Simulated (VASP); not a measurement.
# BaHCl (P4/nmm) in VASP: single point with LDA

Aim: the single point of BaHCl with LDA.

Everything below comes from runs of VASP 6.6.1. Logs are shortened: lines on timing, memory, paths and dates and some standing lists are left out, and cuts for length are marked.

**1. The cell of the first run**

The structure is tetragonal, space group P4/nmm (No. 129). The conventional cell has a = 4.287 Å, b = 4.287 Å, c = 6.957 Å, α = 90.00°, β = 90.00°, γ = 90.00°. Ba (site symmetry 4mm) has 4 H at 2.59 Å and 5 Cl at 3.12 to 3.17 Å within 3.4 Å. H (site symmetry -4m2) has 4 Ba at 2.59 Å and 4 H at 3.03 Å and 4 Cl at 3.20 Å within 3.4 Å. Within 4.1 Å of Cl (site symmetry 4mm) lie 6 Ba at 3.12 to 3.84 Å and 4 H at 3.20 Å and 4 Cl at 3.75 Å.

**2. Single point, LDA**

File POSCAR:

```
BaHCl
1.0
    4.2870131540      0.0000000000      0.0000000000
    0.0000000000      4.2870131540      0.0000000000
    0.0000000000      0.0000000000      6.9569714100
Ba H Cl
2 2 2
Direct
    0.0000000000      0.5000000000      0.2095357143
    0.5000000000      0.0000000000      0.7904642857
    0.0000000000      0.0000000000      0.0000000000
    0.5000000000      0.5000000000      0.0000000000
    0.0000000000      0.5000000000      0.6582631055
    0.5000000000      0.0000000000      0.3417368945
```

File INCAR.step1:

```
PREC = Accurate
ENCUT = 520
EDIFF = 1E-6
ISMEAR = 0
SIGMA = 0.02
LREAL = F
LASPH = T
NELM = 60
ALGO = Normal
ISIF = 2
LWAVE = F
LCHARG = T
GGA = CA
NBANDS = 27
```

File KPOINTS.step1:

```
Automatic mesh
0
Gamma
  6 6 4
```

File INCAR.step2:

```
PREC = Accurate
ENCUT = 520
EDIFF = 1E-6
ISMEAR = -5
SIGMA = 0.02
LREAL = F
LASPH = T
NELM = 60
ALGO = Normal
ISIF = 2
LWAVE = F
LCHARG = F
GGA = CA
LORBIT = 11
NBANDS = 27
NEDOS = 1001
ICHARG = 11
```

File KPOINTS.step2:

```
Automatic mesh
0
Gamma
  9 9 6
```

Potentials or basis: VASP PAW LDA potentials, release 64 (Ba_sv, H, Cl).

Started as:

```bash
$ cat potpaw_LDA.64/Ba_sv/POTCAR potpaw_LDA.64/H/POTCAR potpaw_LDA.64/Cl/POTCAR > POTCAR
$ cp INCAR.step1 INCAR
$ cp KPOINTS.step1 KPOINTS
$ mpirun -np 1 vasp_std > vasp.out
$ cp INCAR.step2 INCAR
$ cp KPOINTS.step2 KPOINTS
$ mpirun -np 1 vasp_std > vasp.out
```

OUTCAR:

```text
PREC = Accurate
   ENCUT = 520
   EDIFF = 1E-6
   ISMEAR = -5
   LREAL = F
   LASPH = T
   NELM = 60
   ISIF = 2
   GGA = CA
   LORBIT = 11
   ICHARG = 11

 ion  position               nearest neighbor table
   1  0.000  0.500  0.210-   3 2.59   4 2.59   3 2.59   4 2.59   5 3.12   6 3.17   6 3.17   6 3.17
                             6 3.17   2 4.21   2 4.21   2 4.21   2 4.21
   2  0.500  0.000  0.790-   3 2.59   4 2.59   4 2.59   3 2.59   6 3.12   5 3.17   5 3.17   5 3.17
                             5 3.17   1 4.21   1 4.21   1 4.21   1 4.21
   3  0.000  0.000  0.000-   1 2.59   2 2.59   1 2.59   2 2.59
   4  0.500  0.500  0.000-   1 2.59   2 2.59   2 2.59   1 2.59
   5  0.000  0.500  0.658-   1 3.12   2 3.17   2 3.17   2 3.17   2 3.17
   6  0.500  0.000  0.342-   2 3.12   1 3.17   1 3.17   1 3.17   1 3.17

  LATTYP: Found a simple tetragonal cell.
 ALAT       =     4.2870131540
 C/A-ratio  =     1.6228015077

  Lattice vectors:

 A1 = (   4.2870131540,   0.0000000000,   0.0000000000)
 A2 = (   0.0000000000,   4.2870131540,   0.0000000000)
 A3 = (   0.0000000000,   0.0000000000,   6.9569714100)

Analysis of symmetry for initial positions (statically):
=====================================================================
 Subroutine PRICEL returns:
 Original cell was already a primitive cell.

 Routine SETGRP: Setting up the symmetry group for a
 simple tetragonal supercell.

 Subroutine GETGRP returns: Found 16 space group operations
 (whereof  8 operations were pure point group operations)
 out of a pool of 16 trial point group operations.

The static configuration has the point symmetry D_2d.
 The point group associated with its full space group is D_4h.

Analysis of symmetry for dynamics (positions and initial velocities):
=====================================================================
 Subroutine PRICEL returns:
 Original cell was already a primitive cell.

 Routine SETGRP: Setting up the symmetry group for a
 simple tetragonal supercell.

 Subroutine GETGRP returns: Found 16 space group operations
 (whereof  8 operations were pure point group operations)
 out of a pool of 16 trial point group operations.

The dynamic configuration has the point symmetry D_2d.
 The point group associated with its full space group is D_4h.

 Subroutine INISYM returns: Found 16 space group operations
 (whereof  8 operations are pure point group operations),
 and found     1 'primitive' translations

----------------------------------------------------------------------------------------

                                     Primitive cell

  volume of cell :     127.8586

  direct lattice vectors                    reciprocal lattice vectors
     4.287013154  0.000000000  0.000000000     0.233262639  0.000000000  0.000000000
     0.000000000  4.287013154  0.000000000     0.000000000  0.233262639  0.000000000
     0.000000000  0.000000000  6.956971410     0.000000000  0.000000000  0.143740709

  length of vectors
     4.287013154  4.287013154  6.956971410     0.233262639  0.233262639  0.143740709

  position of ions in fractional coordinates (direct lattice)
     0.000000000  0.500000000  0.209535714
     0.500000000  0.000000000  0.790464286
     0.000000000  0.000000000  0.000000000
     0.500000000  0.500000000  0.000000000
     0.000000000  0.500000000  0.658263105
     0.500000000  0.000000000  0.341736895

  ion indices of the primitive-cell ions
   primitive index   ion index
                 1           1
                 2           2
                 3           3
                 4           4
                 5           5
                 6           6

----------------------------------------------------------------------------------------

 KPOINTS: Automatic mesh

Automatic generation of k-mesh.
 Grid dimensions read from file:
 generate k-points for:    9    9    6

 Generating k-lattice:

  Cartesian coordinates                     Fractional coordinates (reciprocal lattice)
     0.025918071  0.000000000  0.000000000     0.111111111  0.000000000  0.000000000
     0.000000000  0.025918071  0.000000000     0.000000000  0.111111111  0.000000000
     0.000000000  0.000000000  0.023956785     0.000000000  0.000000000  0.166666667

  Length of vectors
     0.025918071  0.025918071  0.023956785

  Shift w.r.t. Gamma in fractional coordinates (k-lattice)
     0.000000000  0.000000000  0.000000000

 TETIRR: Found    723 inequivalent tetrahedra from     2916

 Subroutine IBZKPT returns following result:
 ===========================================

 Found     60 irreducible k-points:

 Following reciprocal coordinates:
            Coordinates               Weight
  0.000000  0.000000  0.000000      1.000000
  0.111111  0.000000  0.000000      4.000000
  0.222222  0.000000  0.000000      4.000000
  0.333333  0.000000  0.000000      4.000000
  0.444444  0.000000  0.000000      4.000000
  0.111111  0.111111  0.000000      4.000000
[... 16 lines left out ...]
  0.333333  0.111111  0.166667     16.000000
  0.444444  0.111111  0.166667     16.000000
 [... further k-points ...]
   k-points           NKPTS =     60   k-points in BZ     NKDIM =     60   number of bands    NBANDS=     27
   number of dos      NEDOS =   1001   number of ions     NIONS =      6
   total plane-waves  NPLWV =  55296
   dimension x,y,z NGX =    32 NGY =   32 NGZ =   54
   dimension x,y,z NGXF=    64 NGYF=   64 NGZF=  108
   ions per type =               2   2   2
   NGX,Y,Z   is equivalent  to a cutoff of  12.41, 12.41, 12.90 a.u.
   NGXF,Y,Z  is equivalent  to a cutoff of  24.82, 24.82, 25.81 a.u.
 SYSTEM =  unknown system
   PREC   = accura    normal or accurate (medium, high low for compatibility)
   ISTART =      0    job   : 0-new  1-cont  2-samecut
   ICHARG =     11    charge: 1-file 2-atom 10-const
   ISPIN  =      1    spin polarized calculation?
   LNONCOLLINEAR =      F non collinear calculations
   LSORBIT =      F    spin-orbit coupling
   LASPH  =      T    aspherical Exc in radial PAW
   ENCUT  =  520.0 eV  38.22 Ry    6.18 a.u.   7.97  7.97 12.94*2*pi/ulx,y,z
   NELM   =     60;   NELMIN=  2; NELMDL=  0     # of ELM steps
   EDIFF  = 0.1E-05   stopping-criterion for ELM
   LREAL  =      F    real-space projection
   EDIFFG = 0.1E-04   stopping-criterion for IOM
   NSW    =      0    number of steps for IOM
   IBRION =     -1    ionic relax: 0-MD 1-quasi-New 2-CG
   NFREE  =      0    steps in history (QN), initial steepest desc. (CG)
   ISIF   =      2    stress and relaxation
   ISYM   =      2    0-nonsym 1-usesym 2-fastsym
   POTIM  = 0.5000    time-step for ionic-motion
   TEBEG  =    0.0;   TEEND  =   0.0 temperature during run
   PSTRESS=    0.0 pullay stress
   NELECT =      36.0000    total number of electrons
   NUPDOWN=      -1.0000    fix difference up-down
   EMIN   =  10.00;   EMAX   =-10.00  energy-range for DOS
   EFERMI =   0.00;   METHOD = LEGACY
   ISMEAR =    -5;   SIGMA  =   0.02  broadening in eV -4-tet -1-fermi 0-gaus
   EFERMI_NEDOS =   21; number of points for ismear=-14 and -15
   IALGO  =     38    algorithm
   IMIX   =      4    mixing-type and parameters
     AMIX     =   0.40;   BMIX     =  1.00
     AMIX_MAG =   1.60;   BMIX_MAG =  1.00
  volume/ion in A,a.u.               =      21.31       143.81
  Fermi-wavevector in a.u.,A,eV,Ry     =   1.072998  2.027673 15.664733  1.151325
  Thomas-Fermi vector in A             =   2.208785
   LORBIT       =     11    0 simple, 1 ext, 2 COOP (PROOUT), +10 PAW based schemes
   GGA     = CA    functional components
   LHFCALC =     F    Hartree Fock is set to
   AEXX    =    0.0000 exact exchange contribution
   IVDW    =     0    specifies the selected vdW correction
   LEPSILON=     F    determine dielectric tensor
   LRPA    =     F    only Hartree local field effects (RPA)
 non-spin polarized calculation
 Fermi weights with tetrahedron method with Bloechl corrections
  energy-cutoff  :      520.00
  volume of cell :      127.86
 maximum number of plane-waves:      3466
 NGX is ok and might be reduce to    32

 number of electron      35.9999993 magnetization

 Free energy of the ion-electron system (eV)
  ---------------------------------------------------
  ext. energy  EPLUGINS =         0.00000000
  ---------------------------------------------------
  free energy    TOTEN  =       -25.79241590 eV

  energy without entropy =      -25.79241590  energy(sigma->0) =      -25.79241590

 E-fermi :   1.3884     XC(G=0):  -9.4236

 val. band max:        1.3860617447   @ k =   0.0000   0.0000   0.5000
 cond. band min:       4.1040424655   @ k =   0.0000   0.0000   0.5000
 fundamental gap:      2.7179807209
 Fermi energy:         1.3884077211

 k-point     1 :       0.0000    0.0000    0.0000
  band No.  band energies     occupation
      1     -24.3916      2.00000
      2     -24.3099      2.00000
      3     -13.1989      2.00000
      4     -12.8223      2.00000
      5      -9.8793      2.00000
      6      -9.6298      2.00000
[... 19 lines left out ...]
     26       7.9026      0.00000
     27       8.0361      0.00000

 k-point     2 :       0.1111    0.0000    0.0000
  band No.  band energies     occupation
      1     -24.3853      2.00000
      2     -24.3084      2.00000
      3     -13.2022      2.00000
      4     -12.8559      2.00000
      5      -9.9373      2.00000
      6      -9.6324      2.00000
[... 19 lines left out ...]
     26       7.7766      0.00000
     27       8.2867      0.00000

 k-point     3 :       0.2222    0.0000    0.0000
  band No.  band energies     occupation
      1     -24.3685      2.00000
      2     -24.3056      2.00000
      3     -13.2101      2.00000
      4     -12.9431      2.00000
      5     -10.0236      2.00000
      6      -9.6672      2.00000
[... 594 lines left out ...]
      1     -24.3403      2.00000
      2     -24.3043      2.00000
      3     -13.2087      2.00000
      4     -13.0419      2.00000
      5      -9.9917      2.00000
      6      -9.7644      2.00000
[... 19 lines left out ...]
     26       8.2554      0.00000
     27       8.7374      0.00000

 k-point    24 :       0.4444    0.1111    0.1667
  band No.  band energies     occupation
      1     -24.3214      2.00000
      2     -24.3088      2.00000
      3     -13.1825      2.00000
      4     -13.1261      2.00000
      5      -9.9403      2.00000
      6      -9.8465      2.00000
[... 19 lines left out ...]
     26       8.6047      0.00000
     27       8.9561      0.00000

 [... further k-points ...]
[... 5 lines left out ...]
  --------------------------------------------------------------------------------------
  -------------------------------------------------------------------------------------
  Total        0.5788142      0.5788142      0.5704991      0.0000000      0.0000000      0.0000000
  in kB        7.2530367      7.2530367      7.1488425      0.0000000      0.0000000      0.0000000
  external PRESSURE =       7.2183053 kB  Pullay stress =       0.0000000 kB

 VOLUME and BASIS-vectors are now :
 -----------------------------------------------------------------------------
  energy-cutoff  :      520.00
  volume of cell :      127.86
      direct lattice vectors                 reciprocal lattice vectors
     4.287013154  0.000000000  0.000000000     0.233262639  0.000000000  0.000000000
     0.000000000  4.287013154  0.000000000     0.000000000  0.233262639  0.000000000
     0.000000000  0.000000000  6.956971410     0.000000000  0.000000000  0.143740709

 POSITION                                       TOTAL-FORCE (eV/Angst)
 -----------------------------------------------------------------------------------
      0.00000      2.14351      1.45773         0.000000     -0.000000      0.011962
      2.14351      0.00000      5.49924        -0.000000     -0.000000     -0.011962
      0.00000      0.00000      0.00000        -0.000000      0.000000     -0.000000
      2.14351      2.14351      0.00000        -0.000000      0.000000     -0.000000
      0.00000      2.14351      4.57952        -0.000000     -0.000000     -0.013331
      2.14351      0.00000      2.37745         0.000000     -0.000000      0.013331
 -----------------------------------------------------------------------------------
    total drift:                                0.000000      0.000000     -0.000000

  FREE ENERGIE OF THE ION-ELECTRON SYSTEM (eV)
  ---------------------------------------------------
  free  energy   TOTEN  =       -25.7924159023 eV

  energy  without entropy=      -25.7924159023  energy(sigma->0) =      -25.79241590

 total charge

# of ion       s       p       d       tot
------------------------------------------
    1        2.010   5.604   0.315   7.929
    2        2.010   5.604   0.315   7.929
    3        0.519   0.001   0.000   0.520
    4        0.519   0.001   0.000   0.520
    5        1.589   3.544   0.000   5.133
    6        1.589   3.544   0.000   5.133
--------------------------------------------------
tot          8.236  18.298   0.630  27.165
```

It used 100 s of CPU time on 1 thread of Intel(R) Xeon(R) 6975P-C (Granite Rapids), on a shared host.

What came out:

| Item | Value |
| --- | --- |
| Valence electrons inside the program's atomic spheres | Ba 7.93; H 0.52; Cl 5.13 |

Levels at points of the mesh, in eV from the valence-band top:
| k point | band 16 | band 17 | band 18 | band 19 | band 20 | band 21 |
| --- | --- | --- | --- | --- | --- | --- |
| (0.00, 0.00, 0.00) | -2.14 | -1.01 | -0.84 | 3.36 | 4.22 | 4.61 |
| (0.00, 0.00, 0.50) | -2.10 | -0.79 | 0.00 | 2.72 | 4.10 | 4.94 |

Caveat: spin-orbit coupling is left out, which moves the levels of the heavy elements.
